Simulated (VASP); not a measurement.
Crystal: Hf2B3.

```xyz
5
Lattice="4.0225 0.0000 0.0000 0.0000 4.0225 0.0000 0.0000 0.0000 4.0225" Properties=species:S:1:pos:R:3 pbc="T T T"
Hf    0.0000    0.0000    0.0000
Hf    2.0113    2.0113    2.0113
B     0.0000    2.0113    2.0113
B     2.0113    0.0000    2.0113
B     2.0113    2.0113    0.0000
```

| Item | Value |
| --- | --- |
| Program | VASP 6.6.1 |
| Task | relaxation of cell and atoms |
| Functional | PBE |
| Potentials or basis | VASP PAW PBE potentials, release 64 (Hf_pv, B) |
| Cutoff | 600 eV |
| k mesh | 4 × 4 × 4 |
| Occupations | gaussian, width 0.1 eV |
| Spin | no spin polarisation |

At the start: pressure 17.5 GPa; volume 13.02 Å³/atom.

Q: How do energy, volume and symmetry change on relaxing?

A: Over 3 steps the energy falls by 86.1 meV/atom and the volume is 14.74 Å³/atom (+13.2 %); space group Pm-3m (No. 221, to 0.05 Å).

The path:
| step | energy change (eV) | largest force (eV/Å) | pressure (GPa) | volume (Å³) |
| --- | --- | --- | --- | --- |
| 1 | 0.0000 | 0.0000 | 17.55 | 65.09 |
| 2 | -0.2863 | 0.0000 | -7.48 | 79.47 |
| 3 | -0.4304 | 0.0000 | -0.08 | 73.71 |

Final structure:
```yaml
crystal:
  lattice:
    - [4.19284, 0.00000, 0.00000]
    - [0.00000, 4.19284, 0.00000]
    - [0.00000, 0.00000, 4.19284]
  atoms:
    - { symbol: Hf, position: [0.00000, 0.00000, 0.00000] }
    - { symbol: Hf, position: [0.50000, 0.50000, 0.50000] }
    - { symbol: B, position: [0.00000, 0.50000, 0.50000] }
    - { symbol: B, position: [0.50000, 0.00000, 0.50000] }
    - { symbol: B, position: [0.50000, 0.50000, 0.00000] }
```

Caveat: the k points lie up to 0.37 Å⁻¹ apart in the final cell.
